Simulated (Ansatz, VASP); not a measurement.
# Two plane-wave programs on ZnSe

```
Zn Se
1.0
     0.00000    2.78366    2.78366
     2.78366    0.00000    2.78366
     2.78366    2.78366    0.00000
Zn Se
1 1
Direct
  0.00000 0.00000 0.00000
  0.25000 0.25000 0.25000
```

Alike in both runs: functional LDA; k mesh 8 × 8 × 8; occupations gaussian, width 0.02 eV; no spin polarisation.

Ansatz relaxed the structure, and its values are those at the end. VASP's run is a single point on that final structure, the one shown.

```csv
,VASP,Ansatz
version,VASP 6.6.1,Ansatz 0.2.0
potentials or method,"VASP PAW LDA potentials, release 64 (Zn, Se), cutoff 500 eV","scalar-relativistic, plane waves, PAW"
valence electrons in the cell,18,28
```

|  | VASP | Ansatz | Ansatz less VASP |
| --- | --- | --- | --- |
| gap on the k mesh at the Fermi level (eV) | 1.29 | 1.25 | -0.044 |
| least direct gap on the mesh (eV) | 1.29 | 1.25 | -0.044 |
| pressure (GPa) | 0.4 | 0.0 | -0.37 |

Ansatz warns that its potentials were made for another functional, while VASP's fit it. LDA's correlation is that of Perdew and Zunger in VASP and of Perdew and Wang (1992) in Ansatz. VASP's potentials hold 18 valence electrons a cell and Ansatz's 28, so a difference there can come from the potentials and not from the codes.
